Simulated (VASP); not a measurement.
# SiO2 (P4_2/mnm) in VASP: notebook

SiO2 is run at these levels: r2SCAN; tasks: single point.

Program: VASP 6.6.1. These are calculated values, not measurements. Logs are shortened: lines on timing, memory, paths and dates and some standing lists are left out, and cuts for length are marked.

### 1 The cell of the first run

It takes space group P4_2/mnm (No. 136, tetragonal). Conventional cell: a = 4.520 Å, b = 4.520 Å, c = 2.455 Å, α = 90.00°, β = 90.00°, γ = 90.00°. Si (site symmetry mmm) has 6 O at 1.74 to 1.96 Å within 2.3 Å. Within 2.3 Å of O (site symmetry m2m) lie 3 Si at 1.74 to 1.96 Å.

### 2 Single point, r2SCAN (strain +0.080 along x and y, -0.080 along z)

The input, POSCAR:

```
SiO2
1.0
    4.5202385623      0.0000000000      0.0000000000
    0.0000000000      4.5202385623      0.0000000000
    0.0000000000      0.0000000000      2.4552453754
Si O
2 4
Direct
    0.5000000000      0.5000000000      0.5000000000
    0.0000000000      0.0000000000      0.0000000000
    0.6938852014      0.6938852014      0.0000000000
    0.1938852014      0.8061147986      0.5000000000
    0.3061147986      0.3061147986      0.0000000000
    0.8061147986      0.1938852014      0.5000000000
```

The input, INCAR.step1:

```
PREC     = Accurate       # precision mode
ENCUT    = 520            # plane-wave cutoff, eV
ISMEAR   = 0              # smearing method
SIGMA    = 0.05           # smearing width, eV
LREAL    = False          # projectors in reciprocal space
LASPH    = True           # aspherical terms in the spheres
NELM     = 60             # most SCF steps
NBANDS   = 25             # bands
GGA      = PE             # functional
ALGO     = Normal         # electronic algorithm
EDIFF    = 1E-4           # SCF threshold, eV
LWAVE    = True           # write WAVECAR
LCHARG   = False          # write CHGCAR
```

The input, INCAR.step2:

```
PREC     = Accurate       # precision mode
ENCUT    = 520            # plane-wave cutoff, eV
EDIFF    = 1E-7           # SCF threshold, eV
ISMEAR   = 0              # smearing method
SIGMA    = 0.05           # smearing width, eV
LREAL    = False          # projectors in reciprocal space
LASPH    = True           # aspherical terms in the spheres
NELM     = 60             # most SCF steps
ALGO     = Normal         # electronic algorithm
ISIF     = 2              # what is computed and relaxed
LWAVE    = False          # write WAVECAR
LCHARG   = False          # write CHGCAR
METAGGA  = R2SCAN         # meta-GGA
LMIXTAU  = True         
NBANDS   = 25             # bands
ISTART   = 1
```

The input, KPOINTS:

```
Automatic mesh
0
Gamma
  6 6 8
```

Potentials or basis: VASP PAW PBE potentials, release 64 (Si, O).

Command:

```bash
cat potpaw_PBE.64/Si/POTCAR potpaw_PBE.64/O/POTCAR > POTCAR
cp INCAR.step1 INCAR
mpirun -np 1 vasp_std > vasp.out
cp INCAR.step2 INCAR
mpirun -np 1 vasp_std > vasp.out
```

OUTCAR:

```text
PREC = Accurate
   ENCUT = 520
   EDIFF = 1E-7
   ISMEAR = 0
   LREAL = False
   LASPH = True
   NELM = 60
   ISIF = 2
   METAGGA = R2SCAN
   ISTART = 1

 ion  position               nearest neighbor table
   1  0.500  0.500  0.500-   3 1.74   5 1.74   3 1.74   5 1.74   4 1.96   6 1.96
   2  0.000  0.000  0.000-   4 1.74   6 1.74   4 1.74   6 1.74   5 1.96   3 1.96
   3  0.694  0.694  0.000-   1 1.74   1 1.74   2 1.96
   4  0.194  0.806  0.500-   2 1.74   2 1.74   1 1.96
   5  0.306  0.306  0.000-   1 1.74   1 1.74   2 1.96
   6  0.806  0.194  0.500-   2 1.74   2 1.74   1 1.96

  LATTYP: Found a simple tetragonal cell.
 ALAT       =     4.5202385623
 C/A-ratio  =     0.5431672115

  Lattice vectors:

 A1 = (   4.5202385623,   0.0000000000,   0.0000000000)
 A2 = (   0.0000000000,   4.5202385623,   0.0000000000)
 A3 = (   0.0000000000,   0.0000000000,   2.4552453754)

Analysis of symmetry for initial positions (statically):
=====================================================================
 Subroutine PRICEL returns:
 Original cell was already a primitive cell.

 Routine SETGRP: Setting up the symmetry group for a
 simple tetragonal supercell.

 Subroutine GETGRP returns: Found 16 space group operations
 (whereof  8 operations were pure point group operations)
 out of a pool of 16 trial point group operations.

The static configuration has the point symmetry D_2h.
 The point group associated with its full space group is D_4h.

Analysis of symmetry for dynamics (positions and initial velocities):
=====================================================================
 Subroutine PRICEL returns:
 Original cell was already a primitive cell.

 Routine SETGRP: Setting up the symmetry group for a
 simple tetragonal supercell.

 Subroutine GETGRP returns: Found 16 space group operations
 (whereof  8 operations were pure point group operations)
 out of a pool of 16 trial point group operations.

The dynamic configuration has the point symmetry D_2h.
 The point group associated with its full space group is D_4h.

 Subroutine INISYM returns: Found 16 space group operations
 (whereof  8 operations are pure point group operations),
 and found     1 'primitive' translations

----------------------------------------------------------------------------------------

                                     Primitive cell

  volume of cell :      50.1669

  direct lattice vectors                    reciprocal lattice vectors
     4.520238562  0.000000000  0.000000000     0.221227262  0.000000000  0.000000000
     0.000000000  4.520238562  0.000000000     0.000000000  0.221227262  0.000000000
     0.000000000  0.000000000  2.455245375     0.000000000  0.000000000  0.407291267

  length of vectors
     4.520238562  4.520238562  2.455245375     0.221227262  0.221227262  0.407291267

  position of ions in fractional coordinates (direct lattice)
     0.500000000  0.500000000  0.500000000
     0.000000000  0.000000000  0.000000000
     0.693885201  0.693885201  0.000000000
     0.193885201  0.806114799  0.500000000
     0.306114799  0.306114799  0.000000000
     0.806114799  0.193885201  0.500000000

  ion indices of the primitive-cell ions
   primitive index   ion index
                 1           1
                 2           2
                 3           3
                 4           4
                 5           5
                 6           6

----------------------------------------------------------------------------------------

 KPOINTS: Automatic mesh

Automatic generation of k-mesh.
 Grid dimensions read from file:
 generate k-points for:    6    6    8

 Generating k-lattice:

  Cartesian coordinates                     Fractional coordinates (reciprocal lattice)
     0.036871210  0.000000000  0.000000000     0.166666667  0.000000000  0.000000000
     0.000000000  0.036871210  0.000000000     0.000000000  0.166666667  0.000000000
     0.000000000  0.000000000  0.050911408     0.000000000  0.000000000  0.125000000

  Length of vectors
     0.036871210  0.036871210  0.050911408

  Shift w.r.t. Gamma in fractional coordinates (k-lattice)
     0.000000000  0.000000000  0.000000000

 Subroutine IBZKPT returns following result:
 ===========================================

 Found     50 irreducible k-points:

 Following reciprocal coordinates:
            Coordinates               Weight
  0.000000  0.000000  0.000000      1.000000
  0.166667  0.000000  0.000000      4.000000
  0.333333  0.000000  0.000000      4.000000
  0.500000  0.000000  0.000000      2.000000
  0.166667  0.166667  0.000000      4.000000
  0.333333  0.166667  0.000000      8.000000
[... 16 lines left out ...]
  0.333333  0.000000  0.250000      8.000000
  0.500000  0.000000  0.250000      4.000000
 [... further k-points ...]
   k-points           NKPTS =     50   k-points in BZ     NKDIM =     50   number of bands    NBANDS=     25
   number of dos      NEDOS =    301   number of ions     NIONS =      6
   total plane-waves  NPLWV =  23328
   dimension x,y,z NGX =    36 NGY =   36 NGZ =   18
   dimension x,y,z NGXF=    72 NGYF=   72 NGZF=   36
   ions per type =               2   4
   NGX,Y,Z   is equivalent  to a cutoff of  13.24, 13.24, 12.19 a.u.
   NGXF,Y,Z  is equivalent  to a cutoff of  26.48, 26.48, 24.38 a.u.
 SYSTEM =  unknown system
   PREC   = accura    normal or accurate (medium, high low for compatibility)
   ISTART =      1    job   : 0-new  1-cont  2-samecut
   ICHARG =      0    charge: 1-file 2-atom 10-const
   ISPIN  =      1    spin polarized calculation?
   LNONCOLLINEAR =      F non collinear calculations
   LSORBIT =      F    spin-orbit coupling
   LASPH  =      T    aspherical Exc in radial PAW
   ENCUT  =  520.0 eV  38.22 Ry    6.18 a.u.   8.40  8.40  4.57*2*pi/ulx,y,z
   NELM   =     60;   NELMIN=  2; NELMDL=  0     # of ELM steps
   EDIFF  = 0.1E-06   stopping-criterion for ELM
   LREAL  =      F    real-space projection
   EDIFFG = 0.1E-05   stopping-criterion for IOM
   NSW    =      0    number of steps for IOM
   IBRION =     -1    ionic relax: 0-MD 1-quasi-New 2-CG
   NFREE  =      0    steps in history (QN), initial steepest desc. (CG)
   ISIF   =      2    stress and relaxation
   ISYM   =      2    0-nonsym 1-usesym 2-fastsym
   POTIM  = 0.5000    time-step for ionic-motion
   TEBEG  =    0.0;   TEEND  =   0.0 temperature during run
   PSTRESS=    0.0 pullay stress
   NELECT =      32.0000    total number of electrons
   NUPDOWN=      -1.0000    fix difference up-down
   EMIN   =  10.00;   EMAX   =-10.00  energy-range for DOS
   EFERMI =   0.00;   METHOD = LEGACY
   ISMEAR =     0;   SIGMA  =   0.05  broadening in eV -4-tet -1-fermi 0-gaus
   EFERMI_NEDOS =   21; number of points for ismear=-14 and -15
   IALGO  =     38    algorithm
   IMIX   =      4    mixing-type and parameters
     AMIX     =   0.40;   BMIX     =  1.00
     AMIX_MAG =   1.60;   BMIX_MAG =  1.00
  volume/ion in A,a.u.               =       8.36        56.42
  Fermi-wavevector in a.u.,A,eV,Ry     =   1.409242  2.663081 27.020672  1.985963
  Thomas-Fermi vector in A             =   2.531318
   LORBIT       =      0    0 simple, 1 ext, 2 COOP (PROOUT), +10 PAW based schemes
   METAGGA = R2SCAN    functional components
   LHFCALC =     F    Hartree Fock is set to
   AEXX    =    0.0000 exact exchange contribution
   IVDW    =     0    specifies the selected vdW correction
   LEPSILON=     F    determine dielectric tensor
   LRPA    =     F    only Hartree local field effects (RPA)
 non-spin polarized calculation
 Gauss-broadening in eV      SIGMA  =   0.05
  energy-cutoff  :      520.00
  volume of cell :       50.17
 maximum number of plane-waves:      1376
 NGX is ok and might be reduce to    36
   NGX = 17   NGY = 17   NGZ =  9

 number of electron      31.9999993 magnetization

 Free energy of the ion-electron system (eV)
  ---------------------------------------------------
  ext. energy  EPLUGINS =         0.00000000
  ---------------------------------------------------
  free energy    TOTEN  =       -57.38009113 eV

  energy without entropy =      -57.38009113  energy(sigma->0) =      -57.38009113

 E-fermi :   6.6074     XC(G=0): -12.4321

 val. band max:        6.3838605592   @ k =   0.0000   0.0000   0.0000
 cond. band min:      11.7694543084   @ k =   0.0000   0.0000   0.0000
 fundamental gap:      5.3855937492
 Fermi energy:         6.6073764257

 k-point     1 :       0.0000    0.0000    0.0000
  band No.  band energies     occupation
      1     -16.3374      2.00000
      2     -13.4773      2.00000
      3     -13.4243      2.00000
      4     -13.4243      2.00000
      5      -4.0954      2.00000
      6      -0.1383      2.00000
[... 17 lines left out ...]
     24      20.8982      0.00000
     25      21.7373      0.00000

 k-point     2 :       0.1667    0.0000    0.0000
  band No.  band energies     occupation
      1     -16.2226      2.00000
      2     -14.0364      2.00000
      3     -13.3707      2.00000
      4     -13.0823      2.00000
      5      -3.9419      2.00000
      6      -0.8033      2.00000
[... 17 lines left out ...]
     24      21.1280      0.00000
     25      21.9256      0.00000

 k-point     3 :       0.3333    0.0000    0.0000
  band No.  band energies     occupation
      1     -15.8879      2.00000
      2     -14.7167      2.00000
      3     -13.2295      2.00000
      4     -12.9752      2.00000
      5      -3.4908      2.00000
      6      -1.8385      2.00000
[... 552 lines left out ...]
 k-point    23 :       0.3333    0.0000    0.2500
  band No.  band energies     occupation
      1     -14.9939      2.00000
      2     -13.9871      2.00000
      3     -12.7138      2.00000
      4     -12.5625      2.00000
      5      -2.6984      2.00000
      6      -1.0753      2.00000
[... 17 lines left out ...]
     24      21.2769      0.00000
     25      21.8044      0.00000

 k-point    24 :       0.5000    0.0000    0.2500
  band No.  band energies     occupation
      1     -14.5385      2.00000
      2     -14.5385      2.00000
      3     -12.6077      2.00000
      4     -12.6077      2.00000
      5      -1.9457      2.00000
      6      -1.9457      2.00000
[... 17 lines left out ...]
     24      21.4071      0.00000
     25      21.9713      0.00000

 [... further k-points ...]

------------------------ aborting loop because EDIFF is reached ----------------------------------------

  FORCE on cell =-STRESS in cart. coord.  units (eV):
  Direction    XX          YY          ZZ          XY          YZ          ZX
  --------------------------------------------------------------------------------------
  -------------------------------------------------------------------------------------
  Total      -10.8962496    -10.8962496     14.1779007     -0.0000000      0.0000000      0.0000000
  in kB     -347.9926032   -347.9926032    452.7984156     -0.0000000      0.0000000      0.0000000
  external PRESSURE =     -81.0622636 kB  Pullay stress =       0.0000000 kB

 VOLUME and BASIS-vectors are now :
 -----------------------------------------------------------------------------
  energy-cutoff  :      520.00
  volume of cell :       50.17
      direct lattice vectors                 reciprocal lattice vectors
     4.520238562  0.000000000  0.000000000     0.221227262  0.000000000  0.000000000
     0.000000000  4.520238562  0.000000000     0.000000000  0.221227262  0.000000000
     0.000000000  0.000000000  2.455245375     0.000000000  0.000000000  0.407291267

 POSITION                                       TOTAL-FORCE (eV/Angst)
 -----------------------------------------------------------------------------------
      2.26012      2.26012      1.22762         0.000000      0.000000      0.000000
      0.00000      0.00000      0.00000         0.000000      0.000000      0.000000
      3.13653      3.13653      0.00000        -1.424340     -1.424340      0.000000
      0.87641      3.64383      1.22762        -1.424340      1.424340      0.000000
      1.38371      1.38371      0.00000         1.424340      1.424340      0.000000
      3.64383      0.87641      1.22762         1.424340     -1.424340      0.000000
 -----------------------------------------------------------------------------------
    total drift:                                0.000000      0.000000      0.000000

  FREE ENERGIE OF THE ION-ELECTRON SYSTEM (eV)
  ---------------------------------------------------
  free  energy   TOTEN  =       -57.3800911313 eV

  energy  without entropy=      -57.3800911313  energy(sigma->0) =      -57.38009113
```

Run time: 75 s. Hardware: 1 thread of Intel Xeon 6975P-C (Granite Rapids), shared host; peak memory 0.18 GiB.

Results:

* Free energy: -57.3801 eV
* Pressure: -8.1 GPa
* Largest force: 2.014 eV/Å
* Band gap on the k mesh: 5.39 eV, direct

Forces on the atoms (eV/Å):
```
Si   0.000  0.000  0.000
Si   0.000  0.000  0.000
O   -1.424 -1.424  0.000
O   -1.424  1.424  0.000
O    1.424  1.424  0.000
O    1.424 -1.424  0.000
```

Levels at points of the mesh, in eV from the valence-band top:
```tsv
k point	band 14	band 15	band 16	band 17	band 18	band 19
(0.00, 0.00, 0.00)	-0.91	-0.91	0.00	5.39	10.38	10.38
(0.50, 0.00, 0.00)	-1.37	-1.13	-1.13	8.04	8.04	11.21
(0.50, 0.50, 0.00)	-2.10	-1.69	-1.69	8.56	8.56	11.40
(0.00, 0.00, 0.50)	-2.17	-2.05	-2.05	8.97	8.97	11.97
(0.50, 0.00, 0.50)	-2.07	-1.33	-1.33	8.83	8.83	9.00
(0.50, 0.50, 0.50)	-1.67	-1.18	-1.18	6.94	6.94	11.06
```

Caveat: the cell differs from its parent crystal (strain +0.080 along x and y, -0.080 along z); the PAW data sets were made with another functional, which shifts forces and pressure a little. A k mesh can miss the band edges.

(Part 1 of 2 ends here.)
